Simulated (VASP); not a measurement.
A run of VASP 6.6.1 is set up as follows.

File INCAR:

```
  ALGO = Fast
  EDIFF = 1E-6
  EDIFFG = -0.01
  ENCUT = 600
  GGA = PE
  IBRION = 2
  ISIF = 3
  ISMEAR = 0
  LASPH = T
  LCHARG = F
  LREAL = F
  LWAVE = F
  NELM = 60
  NSW = 100
  PREC = Accurate
  SIGMA = 0.1
```

File KPOINTS:

```
k-points
0
Gamma
  10 10 10
```

File POSCAR:

```
KZn3
1.0
    4.6026974844      0.0000000000      0.0000000000
    0.0000000000      4.6026974844      0.0000000000
    0.0000000000      0.0000000000      4.6026974844
K Zn
1 3
Direct
    0.0000000000      0.0000000000      0.0000000000
    0.0000000000      0.5000000000      0.5000000000
    0.5000000000      0.0000000000      0.5000000000
    0.5000000000      0.5000000000      0.0000000000
```

Potentials or basis: VASP PAW PBE potentials, release 64 (K_sv, Zn).

Command:

```console
$ cat potpaw_PBE.64/K_sv/POTCAR potpaw_PBE.64/Zn/POTCAR > POTCAR
$ mpirun -np 1 vasp_std > vasp.out
```

**Question.** What does it give for the band gap on the k mesh?

**Answer.** Zero (an odd number of electrons rules out a gap without spin polarisation).

**Question.** What does it give for the relaxed cell?

**Answer.** a = 4.668 Å, b = 4.668 Å, c = 4.668 Å, α = 90.00°, β = 90.00°, γ = 90.00°.

**Question.** What does it give for the relaxed volume?

**Answer.** 25.43 Å³/atom.

Final structure:
```cif
data_structure
_symmetry_space_group_name_H-M 'P 1'
_symmetry_Int_Tables_number 1
_cell_length_a 4.6679
_cell_length_b 4.6679
_cell_length_c 4.6679
_cell_angle_alpha 90.000
_cell_angle_beta 90.000
_cell_angle_gamma 90.000
_cell_volume 101.71
loop_
_atom_site_label
_atom_site_type_symbol
_atom_site_fract_x
_atom_site_fract_y
_atom_site_fract_z
_atom_site_occupancy
K1 K 0.00000 0.00000 0.00000 1
Zn1 Zn 0.00000 0.50000 0.50000 1
Zn2 Zn 0.50000 0.00000 0.50000 1
Zn3 Zn 0.50000 0.50000 0.00000 1
```
